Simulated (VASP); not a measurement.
# BiP2: relaxation of cell and atoms with PBE

The system is BiP2.

```
Bi P
1.0
     1.93061    1.11464    4.95118
    -1.93061    1.11464    4.95118
     0.00000   -2.22928    4.95118
Bi P
1 2
Cartesian
  0.0000 0.0000 0.0000
  0.0000 0.0000 6.1800
  0.0000 0.0000 8.6735
```

The cell was generated, and may not be a known phase.

```yaml
Program: VASP 6.6.1
Task: relaxation of cell and atoms
Functional: PBE
Potentials_or_basis: VASP PAW PBE potentials, release 64 (Bi_d, P)
Cutoff: 600 eV
k_mesh: 6 × 6 × 6
Occupations: gaussian, width 0.1 eV
Spin: no spin polarisation
Dipole_correction: no
Further_INCAR_settings: ALGO = Normal; EDIFF = 1e-06; IBRION = 2; EDIFFG = -0.04; NSW = 90; ISIF = 3
```

```yaml
Relaxed_volume: 27.48 Å³/atom
Relaxed_cell: a = 5.390 Å, b = 5.390 Å, c = 5.390 Å, α = 49.21°, β = 49.21°, γ = 49.21°
Space_group_after_relaxing_to_0.1_Å: R-3m (No. 166)
Energy_gained_by_relaxing: 860.9 meV/atom
Ionic_steps: 15
Pressure_after_relaxing: 0.0 GPa
Largest_force_after_relaxing: 0.017 eV/Å
Band_gap_on_the_k_mesh: zero (an odd number of electrons rules out a gap without spin polarisation)
```

Forces in eV/Å, atoms in the order of the input:
```
Bi   0.000  0.000  0.000
P    0.000  0.000 -0.017
P    0.000  0.000  0.017
```

The path:
```tsv
step	energy change (eV)	largest force (eV/Å)	pressure (GPa)	volume (Å³)
1	0.0000	4.6074	26.51	63.93
2	-1.9784	0.6491	-7.68	101.95
3	-2.2794	1.5274	-4.27	87.54
4	-2.3937	2.9368	2.72	82.39
5	-2.5539	0.2160	-1.18	84.39
6	-2.5542	0.2786	-1.10	84.32
7	-2.5542	0.3445	-1.00	84.26
8	-2.5680	0.1454	-0.03	82.40
9	-2.5690	0.0804	0.32	81.79
10	-2.5736	0.0557	0.22	81.96
11	-2.5818	0.0153	-0.11	82.45
12	-2.5824	0.0484	-0.23	82.65
13	-2.5825	0.0416	-0.21	82.61
14	-2.5811	0.1795	0.41	81.96
15	-2.5827	0.0171	-0.04	82.43
```

Final structure:
```
CELL_PARAMETERS angstrom
2.24390 1.29552 4.72604
-2.24390 1.29552 4.72604
0.00000 -2.59104 4.72604
ATOMIC_POSITIONS crystal
Bi 0.00000 0.00000 0.00000
P 0.42613 0.42613 0.42613
P 0.57387 0.57387 0.57387
```

Levels at points of the mesh, in eV from the Fermi level:
| k point | band 10 | band 11 | band 12 | band 13 | band 14 | band 15 | band 16 |
| --- | --- | --- | --- | --- | --- | --- | --- |
| (0.00, 0.00, 0.00) | -2.81 | -2.40 | -0.12 | -0.12 | 0.80 | 1.36 | 1.36 |
| (0.50, 0.00, 0.00) | -2.98 | -2.16 | -2.13 | -2.08 | 1.87 | 3.28 | 5.45 |
| (0.50, 0.50, 0.00) | -4.09 | -2.72 | 0.86 | 0.93 | 1.31 | 2.46 | 2.89 |
| (0.50, 0.50, 0.50) | -2.33 | -2.33 | -1.61 | -1.61 | -0.39 | 3.16 | 3.16 |

Run time: 19 min on 1 thread of Oxide Virtual Turin-like Processor, with other jobs on the host, peak memory 0.32 GiB.

Caveat: the volume moved by over 15 % at a fixed basis, so the end points are rough; spin-orbit coupling is left out, which moves the levels of the heavy elements; an odd number of electrons without spin polarisation forces a metal; a magnetic or distorted state may lie lower.
